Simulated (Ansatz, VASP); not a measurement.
# Two plane-wave programs on N

```
CELL_PARAMETERS angstrom
-3.81655 0.00000 0.00000
-1.90828 -3.30523 0.00000
0.00000 0.00000 15.57904
ATOMIC_POSITIONS crystal
N 0.33333 0.33333 0.86825
N 0.33333 0.33333 0.39232
N 0.33333 0.33333 0.79750
N 0.33333 0.33333 0.32157
N 0.66667 0.66667 0.15435
N 0.66667 0.66667 0.63028
N 0.66667 0.66667 0.08361
N 0.66667 0.66667 0.55954
```

Alike in both runs: task single point; functional PBE; dispersion D3(BJ); k mesh 7 × 7 × 2; occupations gaussian, width 0.05 eV; no spin polarisation.

|  | VASP | Ansatz |
| --- | --- | --- |
| version | VASP 6.6.1 | Ansatz 0.2.0 |
| potentials or method | VASP PAW PBE potentials, release 64 (N), cutoff 520 eV | scalar-relativistic, plane waves, PAW |
| valence electrons in the cell | 40 | 40 |

|  | VASP | Ansatz | Ansatz less VASP |
| --- | --- | --- | --- |
| gap on the k mesh at the Fermi level (eV) | 7.19 | 7.23 | +0.042 |
| least direct gap on the mesh (eV) | 7.27 | 7.31 | +0.044 |
| pressure (GPa) | 1.8 | 0.0 | -1.87 |
| traceless stress, the component that is largest in VASP (GPa) | 4.11 | 0.00 | -4.108 |
| rms of the force components (eV/Å) | 1.009 | 0.009 | -1.0002 |

Atom by atom the forces differ by 1.006 eV/Å (rms over components).

Noted on VASP's run: the standard files for N, O and F lose accuracy on very short bonds.
